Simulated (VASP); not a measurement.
# AlN (C2) in VASP: further runs

AlN is run at these levels: PBEsol; tasks: single point.

Program: VASP 6.6.1. These are calculated values, not measurements. Logs are shortened: lines on timing, memory, paths and dates and some standing lists are left out, and cuts for length are marked.

**1. The cell of the first run**

Symmetry: C2, No. 5, monoclinic system. The conventional cell has a = 4.224 Å, b = 4.224 Å, c = 3.154 Å, α = 90.00°, β = 132.05°, γ = 90.00°. Within 2.5 Å of Al (site symmetry 2) lie 4 N at 1.85 to 1.95 Å. Within 2.5 Å of N (site symmetry 2) lie 4 Al at 1.85 to 1.95 Å.

**2. Single point, PBEsol (mode 4 frozen in at -0.057 Å, strain +e along z and -e/2 along x and y +0.0700)**

INCAR reads:

```
PREC = Accurate ; ENCUT = 520
EDIFF = 1E-7 ; ISMEAR = 0
SIGMA = 0.05 ; LREAL = False
LASPH = True ; NELM = 80
ALGO = Normal ; ISIF = 2
LWAVE = False ; LCHARG = False
GGA = PS ; NBANDS = 11
```

KPOINTS reads:

```
Automatic mesh
0
Gamma
  10 10 10
```

POSCAR reads:

```
AlN
1.0
    0.0000000000      2.3418626456      2.1120536944
    2.1120536944      0.0000000000      2.1120536944
    2.1120536944      2.3418626456      0.0000000000
Al N
1 1
Direct
   -0.0067599835      0.0067599835      0.0067599835
    0.7630216860      0.7369783140      0.7369783140
```

Potentials or basis: VASP PAW PBE potentials, release 64 (Al, N).

On the command line:

```bash
> cat potpaw_PBE.64/Al/POTCAR potpaw_PBE.64/N/POTCAR > POTCAR
> mpirun -np 1 vasp_std > vasp.out
```

OUTCAR:

```text
PREC = Accurate
   ENCUT = 520
   EDIFF = 1E-7
   ISMEAR = 0
   LREAL = False
   LASPH = True
   NELM = 80
   ISIF = 2
   GGA = PS

 ion  position               nearest neighbor table
   1  0.993  0.007  0.007-   2 1.85   2 1.85   2 1.95   2 1.95
   2  0.763  0.737  0.737-   1 1.85   1 1.85   1 1.95   1 1.95

  LATTYP: Found a body centered tetragonal cell.
 ALAT       =     2.9868949791
 C/A-ratio  =     1.5680917220

  Lattice vectors:

 A1 = (   0.0000000000,  -2.3418626456,   2.1120536944)
 A2 = (   0.0000000000,  -2.3418626456,  -2.1120536944)
 A3 = (   2.1120536944,   2.3418626456,   0.0000000000)

Analysis of symmetry for initial positions (statically):
=====================================================================
 Subroutine PRICEL returns:
 Original cell was already a primitive cell.

 Routine SETGRP: Setting up the symmetry group for a
 body centered tetragonal supercell.

 Subroutine GETGRP returns: Found  2 space group operations
 (whereof  2 operations were pure point group operations)
 out of a pool of 16 trial point group operations.

The static configuration has the point symmetry C_2 .

Analysis of symmetry for dynamics (positions and initial velocities):
=====================================================================
 Subroutine PRICEL returns:
 Original cell was already a primitive cell.

 Routine SETGRP: Setting up the symmetry group for a
 body centered tetragonal supercell.

 Subroutine GETGRP returns: Found  2 space group operations
 (whereof  2 operations were pure point group operations)
 out of a pool of 16 trial point group operations.

The dynamic configuration has the point symmetry C_2 .

 Subroutine INISYM returns: Found  2 space group operations
 (whereof  2 operations are pure point group operations),
 and found     1 'primitive' translations

----------------------------------------------------------------------------------------

                                     Primitive cell

  volume of cell :      20.8930

  direct lattice vectors                    reciprocal lattice vectors
     0.000000000  2.341862646  2.112053694    -0.236736406  0.213505263  0.236736406
     2.112053694  0.000000000  2.112053694     0.236736406 -0.213505263  0.236736406
     2.112053694  2.341862646  0.000000000     0.236736406  0.213505263 -0.236736406

  length of vectors
     3.153583907  2.986894979  3.153583907     0.397080280  0.397080280  0.397080280

  position of ions in fractional coordinates (direct lattice)
     0.993240017  0.006759983  0.006759983
     0.763021686  0.736978314  0.736978314

  ion indices of the primitive-cell ions
   primitive index   ion index
                 1           1
                 2           2

----------------------------------------------------------------------------------------

 KPOINTS: Automatic mesh

Automatic generation of k-mesh.
 Grid dimensions read from file:
 generate k-points for:   10   10   10

 Generating k-lattice:

  Cartesian coordinates                     Fractional coordinates (reciprocal lattice)
    -0.023673641  0.021350526  0.023673641     0.100000000  0.000000000  0.000000000
     0.023673641 -0.021350526  0.023673641     0.000000000  0.100000000  0.000000000
     0.023673641  0.021350526 -0.023673641     0.000000000  0.000000000  0.100000000

  Length of vectors
     0.039708028  0.039708028  0.039708028

  Shift w.r.t. Gamma in fractional coordinates (k-lattice)
     0.000000000  0.000000000  0.000000000

 Subroutine IBZKPT returns following result:
 ===========================================

 Found    282 irreducible k-points:

 Following reciprocal coordinates:
            Coordinates               Weight
  0.000000  0.000000  0.000000      1.000000
  0.100000  0.000000  0.000000      4.000000
  0.000000 -0.100000  0.000000      4.000000
  0.200000  0.000000  0.000000      4.000000
  0.000000 -0.200000  0.000000      4.000000
  0.300000  0.000000 -0.000000      4.000000
[... 16 lines left out ...]
 -0.000000 -0.400000 -0.100000      4.000000
 -0.100000 -0.100000  0.300000      4.000000
 [... further k-points ...]
   k-points           NKPTS =    282   k-points in BZ     NKDIM =    282   number of bands    NBANDS=     11
   number of dos      NEDOS =    301   number of ions     NIONS =      2
   total plane-waves  NPLWV =  13824
   dimension x,y,z NGX =    24 NGY =   24 NGZ =   24
   dimension x,y,z NGXF=    48 NGYF=   48 NGZF=   48
   ions per type =               1   1
   NGX,Y,Z   is equivalent  to a cutoff of  12.65, 13.36, 12.65 a.u.
   NGXF,Y,Z  is equivalent  to a cutoff of  25.30, 26.72, 25.30 a.u.
 SYSTEM =  unknown system
   PREC   = accura    normal or accurate (medium, high low for compatibility)
   ISTART =      0    job   : 0-new  1-cont  2-samecut
   ICHARG =      2    charge: 1-file 2-atom 10-const
   ISPIN  =      1    spin polarized calculation?
   LNONCOLLINEAR =      F non collinear calculations
   LSORBIT =      F    spin-orbit coupling
   LASPH  =      T    aspherical Exc in radial PAW
   ENCUT  =  520.0 eV  38.22 Ry    6.18 a.u.   5.86  5.55  5.86*2*pi/ulx,y,z
   NELM   =     80;   NELMIN=  2; NELMDL= -5     # of ELM steps
   EDIFF  = 0.1E-06   stopping-criterion for ELM
   LREAL  =      F    real-space projection
   EDIFFG = 0.1E-05   stopping-criterion for IOM
   NSW    =      0    number of steps for IOM
   IBRION =     -1    ionic relax: 0-MD 1-quasi-New 2-CG
   NFREE  =      0    steps in history (QN), initial steepest desc. (CG)
   ISIF   =      2    stress and relaxation
   ISYM   =      2    0-nonsym 1-usesym 2-fastsym
   POTIM  = 0.5000    time-step for ionic-motion
   TEBEG  =    0.0;   TEEND  =   0.0 temperature during run
   PSTRESS=    0.0 pullay stress
   NELECT =       8.0000    total number of electrons
   NUPDOWN=      -1.0000    fix difference up-down
   EMIN   =  10.00;   EMAX   =-10.00  energy-range for DOS
   EFERMI =   0.00;   METHOD = LEGACY
   ISMEAR =     0;   SIGMA  =   0.05  broadening in eV -4-tet -1-fermi 0-gaus
   EFERMI_NEDOS =   21; number of points for ismear=-14 and -15
   IALGO  =     38    algorithm
   IMIX   =      4    mixing-type and parameters
     AMIX     =   0.40;   BMIX     =  1.00
     AMIX_MAG =   1.60;   BMIX_MAG =  1.00
  volume/ion in A,a.u.               =      10.45        70.50
  Fermi-wavevector in a.u.,A,eV,Ry     =   1.188788  2.246483 19.227981  1.413217
  Thomas-Fermi vector in A             =   2.324910
   LORBIT       =      0    0 simple, 1 ext, 2 COOP (PROOUT), +10 PAW based schemes
   GGA     = PS    functional components
   LHFCALC =     F    Hartree Fock is set to
   AEXX    =    0.0000 exact exchange contribution
   IVDW    =     0    specifies the selected vdW correction
   LEPSILON=     F    determine dielectric tensor
   LRPA    =     F    only Hartree local field effects (RPA)
 non-spin polarized calculation
 Gauss-broadening in eV      SIGMA  =   0.05
  energy-cutoff  :      520.00
  volume of cell :       20.89
 maximum number of plane-waves:       577
   NGX = 11   NGY = 11   NGZ = 11

 number of electron       8.0000000 magnetization

 Free energy of the ion-electron system (eV)
  ---------------------------------------------------
  ext. energy  EPLUGINS =         0.00000000
  ---------------------------------------------------
  free energy    TOTEN  =       -15.49004230 eV

  energy without entropy =      -15.49004230  energy(sigma->0) =      -15.49004230

 E-fermi :   6.4659     XC(G=0): -11.1248

 val. band max:        6.1489347848   @ k =   0.0000   0.0000   0.0000
 cond. band min:       8.9528124479   @ k =   0.5000   0.5000   0.0000
 fundamental gap:      2.8038776631
 Fermi energy:         6.4658935965

 k-point     1 :       0.0000    0.0000    0.0000
  band No.  band energies     occupation
      1      -9.0689      2.00000
      2       5.4627      2.00000
      3       6.0809      2.00000
      4       6.1489      2.00000
      5       9.9113      0.00000
      6      18.3136      0.00000
      7      18.3342      0.00000
      8      18.3613      0.00000
      9      21.3378      0.00000
     10      22.5117      0.00000
     11      25.0720      0.00000

 k-point     2 :       0.1000    0.0000    0.0000
  band No.  band energies     occupation
      1      -8.9206      2.00000
      2       5.1066      2.00000
      3       5.5362      2.00000
      4       6.0845      2.00000
      5      10.6119      0.00000
      6      17.6405      0.00000
      7      18.4216      0.00000
      8      18.5994      0.00000
      9      20.6447      0.00000
     10      23.5413      0.00000
     11      23.8208      0.00000

 k-point     3 :       0.0000   -0.1000    0.0000
  band No.  band energies     occupation
      1      -8.9196      2.00000
      2       4.8720      2.00000
      3       5.8086      2.00000
      4       6.0997      2.00000
      5      10.5589      0.00000
      6      17.5750      0.00000
      7      18.4729      0.00000
      8      18.6973      0.00000
      9      20.5103      0.00000
     10      23.4658      0.00000
     11      24.1059      0.00000

 k-point     4 :       0.2000    0.0000    0.0000
  band No.  band energies     occupation
      1      -8.4984      2.00000
      2       3.5340      2.00000
      3       5.2604      2.00000
      4       6.0178      2.00000
      5      11.7480      0.00000
      6      16.5160      0.00000
      7      18.1952      0.00000
      8      18.8130      0.00000
      9      21.0271      0.00000
     10      22.4650      0.00000
     11      23.6408      0.00000
[... 239 lines left out ...]
 k-point    22 :       0.4000    0.1000    0.0000
  band No.  band energies     occupation
      1      -7.3267      2.00000
      2       1.0080      2.00000
      3       4.6608      2.00000
      4       5.5492      2.00000
      5      12.8324      0.00000
      6      15.2954      0.00000
      7      17.3210      0.00000
      8      18.1074      0.00000
      9      22.0655      0.00000
     10      24.1574      0.00000
     11      26.0321      0.00000

 k-point    23 :      -0.0000   -0.4000   -0.1000
  band No.  band energies     occupation
      1      -7.3128      2.00000
      2       0.8813      2.00000
      3       4.8882      2.00000
      4       5.5596      2.00000
      5      12.7561      0.00000
      6      15.2303      0.00000
      7      17.3167      0.00000
      8      18.1977      0.00000
      9      21.9635      0.00000
     10      24.1817      0.00000
     11      26.0789      0.00000

 k-point    24 :      -0.1000   -0.1000    0.3000
  band No.  band energies     occupation
      1      -7.3115      2.00000
      2       0.8720      2.00000
      3       4.9024      2.00000
      4       5.5703      2.00000
      5      12.7206      0.00000
      6      15.3088      0.00000
      7      17.2229      0.00000
      8      18.2488      0.00000
      9      21.8463      0.00000
     10      24.2741      0.00000
     11      26.0511      0.00000

 [... further k-points ...]
[... 5 lines left out ...]
  --------------------------------------------------------------------------------------
  -------------------------------------------------------------------------------------
  Total        0.7691011     -1.4163419      0.9407058      0.0000000     -0.7590521      0.0000000
  in kB       58.9783625   -108.6118908     72.1378343      0.0000000    -58.2077514      0.0000000
  external PRESSURE =       7.5014353 kB  Pullay stress =       0.0000000 kB

 VOLUME and BASIS-vectors are now :
 -----------------------------------------------------------------------------
  energy-cutoff  :      520.00
  volume of cell :       20.89
      direct lattice vectors                 reciprocal lattice vectors
     0.000000000  2.341862646  2.112053694    -0.236736406  0.213505263  0.236736406
     2.112053694  0.000000000  2.112053694     0.236736406 -0.213505263  0.236736406
     2.112053694  2.341862646  0.000000000     0.236736406  0.213505263 -0.236736406

 POSITION                                       TOTAL-FORCE (eV/Angst)
 -----------------------------------------------------------------------------------
      0.02855      2.34186      2.11205        -1.108185      0.000000      0.000000
      3.11308      3.51279      3.16808         1.108185      0.000000      0.000000
 -----------------------------------------------------------------------------------
    total drift:                                0.000003      0.000000     -0.000000

  FREE ENERGIE OF THE ION-ELECTRON SYSTEM (eV)
  ---------------------------------------------------
  free  energy   TOTEN  =       -15.4900422990 eV

  energy  without entropy=      -15.4900422990  energy(sigma->0) =      -15.49004230
```

It took 16 s on 1 thread of Intel Xeon 6975P-C (Granite Rapids), shared host; peak memory 0.18 GiB.

Results:

| Property | Result |
| --- | --- |
| Free energy | -15.4900 eV |
| Pressure | 0.8 GPa |
| Largest force | 1.108 eV/Å |
| Band gap on the k mesh | 2.80 eV, indirect (least direct gap 3.76 eV) |

Forces on the atoms (eV/Å):
```
Al  -1.108  0.000  0.000
N    1.108  0.000  0.000
```

Caveat: the cell differs from its parent crystal (mode 4 frozen in at -0.057 Å, strain +e along z and -e/2 along x and y +0.0700); the PAW data sets were made with another functional, which shifts forces and pressure a little.

**3. Single point, PBEsol (mode 4 frozen in at -0.019 Å, strain +e along z and -e/2 along x and y +0.0700)**

INCAR reads:

```
SYSTEM = AlN
ALGO     = Normal         ! electronic algorithm
EDIFF    = 1E-6           ! SCF threshold, eV
ENCUT    = 520            ! plane-wave cutoff, eV
GGA      = PS             ! functional
ISIF     = 2              ! what is computed and relaxed
ISMEAR   = 0              ! smearing method
LASPH    = .True.         ! aspherical terms in the spheres
LCHARG   = .True.         ! write CHGCAR
LELF     = .True.         ! ELF
LREAL    = .False.        ! projectors in reciprocal space
LVHAR    = .True.       
LWAVE    = .False.        ! write WAVECAR
NBANDS   = 11             ! bands
NELM     = 100            ! most SCF steps
PREC     = Accurate       ! precision mode
SIGMA    = 0.05           ! smearing width, eV
```

KPOINTS reads:

```
k-points
0
Gamma
  10 10 10
  0 0 0
```

POSCAR reads:

```
AlN
1.0
    0.0000000000      2.3418626456      2.1120536944
    2.1120536944      0.0000000000      2.1120536944
    2.1120536944      2.3418626456      0.0000000000
Al N
1 1
Direct
   -0.0022533278      0.0022533278      0.0022533278
    0.7543405620      0.7456594380      0.7456594380
```

Potentials or basis: VASP PAW PBE potentials, release 64 (Al, N).

On the command line:

```bash
> cat potpaw_PBE.64/Al/POTCAR potpaw_PBE.64/N/POTCAR > POTCAR
> mpirun -np 1 vasp_std > vasp.out
```

It took 14 s on 1 thread of Intel Xeon 6975P-C (Granite Rapids), shared host; peak memory 0.18 GiB.

It converged, with:

* Free energy: -15.5313 eV
* Pressure: 0.1 GPa
* Largest force: 0.372 eV/Å
* Band gap on the k mesh: 2.83 eV, indirect (least direct gap 3.84 eV)

Forces on the atoms (eV/Å):
```
Al  -0.372  0.000  0.000
N    0.372  0.000  0.000
```

Stress tensor (GPa, compression positive):
```
  6.08   0.00   0.00
  0.00 -12.13  -1.92
  0.00  -1.92   6.23
```

Levels at points of the mesh, in eV from the valence-band top:
| k point | band 1 | band 2 | band 3 | band 4 | band 5 | band 6 | band 7 | band 8 | band 9 |
| --- | --- | --- | --- | --- | --- | --- | --- | --- | --- |
| (0.00, 0.00, 0.00) | -15.19 | -0.59 | -0.05 | -0.04 | 3.80 | 12.20 | 12.20 | 12.23 | 15.22 |
| (0.50, 0.00, 0.00) | -13.10 | -6.12 | -1.25 | -0.26 | 6.54 | 9.52 | 10.48 | 11.73 | 17.17 |
| (0.00, 0.50, 0.00) | -13.09 | -6.17 | -1.16 | -0.25 | 6.50 | 9.49 | 10.47 | 11.79 | 17.18 |
| (0.50, 0.50, 0.00) | -12.30 | -4.85 | -2.31 | -2.26 | 2.83 | 7.67 | 13.51 | 14.04 | 16.61 |
| (0.00, 0.50, 0.50) | -12.30 | -4.85 | -2.34 | -2.23 | 2.83 | 7.68 | 13.51 | 14.04 | 16.61 |
| (0.50, 0.00, 0.50) | -12.77 | -5.85 | -1.44 | -1.44 | 3.35 | 9.24 | 12.33 | 15.87 | 15.88 |

Caveat: the cell differs from its parent crystal (mode 4 frozen in at -0.019 Å, strain +e along z and -e/2 along x and y +0.0700); the PAW data sets were made with another functional, which shifts forces and pressure a little. A k mesh can miss the band edges.

**4. Single point, PBEsol (mode 4 frozen in at -0.038 Å, strain +e along z and -e/2 along x and y -0.0700)**

INCAR reads:

```
SYSTEM = AlN
PREC     = Accurate       ! precision mode
ENCUT    = 520            ! plane-wave cutoff, eV
EDIFF    = 1E-6           ! SCF threshold, eV
ISMEAR   = 0              ! smearing method
SIGMA    = 0.05           ! smearing width, eV
LREAL    = .FALSE.        ! projectors in reciprocal space
LASPH    = .TRUE.         ! aspherical terms in the spheres
NELM     = 80             ! most SCF steps
ALGO     = Normal         ! electronic algorithm
ISIF     = 2              ! what is computed and relaxed
LWAVE    = .FALSE.        ! write WAVECAR
LCHARG   = .FALSE.        ! write CHGCAR
GGA      = PS             ! functional
NBANDS   = 11             ! bands
```

KPOINTS reads:

```
regular mesh
0
G
  10 10 10
  0 0 0
```

POSCAR reads:

```
AlN
1.0
    0.0000000000      2.0354507106      2.2652596618
    2.2652596618      0.0000000000      2.2652596618
    2.2652596618      2.0354507106      0.0000000000
Al N
1 1
Direct
   -0.0045066557      0.0045066557      0.0045066557
    0.7586811240      0.7413188760      0.7413188760
```

On the command line:

```bash
> cat potpaw_PBE.64/Al/POTCAR potpaw_PBE.64/N/POTCAR > POTCAR
> mpirun -np 1 vasp_std > vasp.out
```

Run time: 14 s. Hardware: 1 thread of Intel Xeon 6975P-C (Granite Rapids), shared host; peak memory 0.18 GiB.

It converged, with:

```yaml
Free_energy: -15.5343 eV
Pressure: 0.3 GPa
Largest_force: 0.884 eV/Å
Band_gap_on_the_k_mesh: 2.66 eV, indirect (least direct gap 3.76 eV)
```

Forces in eV/Å, atoms in the order of the input:
```
Al  -0.884  0.000  0.000
N    0.884  0.000  0.000
```

Stress tensor (GPa, compression positive):
```
-3.31  0.00  0.00
 0.00  6.76 -4.06
 0.00 -4.06 -2.64
```

Levels at points of the mesh, in eV from the valence-band top:
```csv
k point,band 2,band 3,band 4,band 5,band 6,band 7
"(0.00, 0.00, 0.00)",-0.48,-0.41,0.00,3.76,12.09,12.22
"(0.50, 0.00, 0.00)",-6.17,-1.21,-0.51,6.61,9.55,9.72
"(0.00, 0.50, 0.00)",-6.26,-1.21,-0.32,6.56,9.45,9.82
"(0.50, 0.50, 0.00)",-5.60,-1.77,-1.77,3.10,8.68,12.78
"(0.00, 0.50, 0.50)",-5.59,-1.89,-1.67,3.11,8.70,12.78
"(0.50, 0.00, 0.50)",-4.57,-2.66,-2.66,2.66,7.02,14.66
```

Caveat: the cell differs from its parent crystal (mode 4 frozen in at -0.038 Å, strain +e along z and -e/2 along x and y -0.0700); the PAW data sets were made with another functional, which shifts forces and pressure a little. A k mesh can miss the band edges.
